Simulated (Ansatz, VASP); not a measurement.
## One calculation of BAs, two programs

```
B As
1.0
     0.00000    2.57958    2.19742
     2.57958    0.00000    2.19742
     2.57958    2.57958    0.00000
B As
1 1
Direct
  0.00000 0.00000 0.00000
  0.75000 0.75000 0.75000
```

Change from the starting cell: strain +0.080 along x and y, -0.080 along z, atoms carried along.

Alike in both runs: task single point; functional PBE; k mesh 10 × 10 × 10; occupations gaussian, width 0.05 eV; no spin polarisation.

```csv
,VASP,Ansatz
version,VASP 6.6.1,Ansatz 0.2.0
potentials or method,"VASP PAW PBE potentials, release 64 (B, As), cutoff 520 eV","scalar-relativistic, plane waves, PAW"
valence electrons in the cell,8,18
```

|  | VASP | Ansatz | Ansatz less VASP |
| --- | --- | --- | --- |
| gap on the k mesh at the Fermi level (eV) | none | none | - |
| pressure (GPa) | -5.8 | -6.2 | -0.43 |
| traceless stress, the component that is largest in VASP (GPa) | 15.40 | 15.48 | +0.072 |

A gap of «none» marks a metal or a gap that the smearing closes. VASP's potentials hold 8 valence electrons a cell and Ansatz's 18, so a difference there can come from the potentials and not from the codes.
